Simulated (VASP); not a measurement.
# Ir: single point with PBEsol

Ir:

```
CELL_PARAMETERS angstrom
0.00000 2.07328 1.84291
2.07328 0.00000 1.84291
2.07328 2.07328 0.00000
ATOMIC_POSITIONS crystal
Ir 0.00000 0.00000 0.00000
```

This cell differs from its parent crystal: strain +0.080 along x and y, -0.040 along z.

- Program: VASP 6.6.1
- Task: single point
- Functional: PBEsol
- Potentials or basis: VASP PAW PBE potentials, release 64 (Ir)
- Cutoff: 520 eV
- k mesh: 22 × 22 × 22
- Occupations: gaussian, width 0.15 eV
- Spin: no spin polarisation

- Pressure: -31.4 GPa

Stress tensor (GPa, compression positive):
```
-40.81   0.00   0.00
  0.00 -40.81   0.00
  0.00   0.00 -12.70
```

Levels at points of the mesh, in eV from the Fermi level:
```csv
k point,band 1,band 2,band 3,band 4,band 5,band 6,band 7,band 8
"(0.00, 0.00, 0.00)",-9.95,-3.53,-3.53,-2.34,-1.82,-0.29,14.77,18.44
"(0.50, 0.00, 0.00)",-6.94,-3.96,-2.51,-0.41,0.36,1.17,6.31,13.77
"(0.50, 0.50, 0.00)",-6.52,-6.24,0.73,1.29,1.29,3.40,9.84,9.84
"(0.50, 0.00, 0.50)",-6.72,-6.00,0.59,0.62,1.04,1.69,8.20,11.53
```

Run time: 4.6 min on 1 thread of AMD EPYC 7R13, on a shared host, peak memory 0.23 GiB.

Caveat: the cell differs from its parent crystal (strain +0.080 along x and y, -0.040 along z); the PAW data sets were made with another functional, which shifts forces and pressure a little; spin-orbit coupling is left out, which moves the levels of the heavy elements.
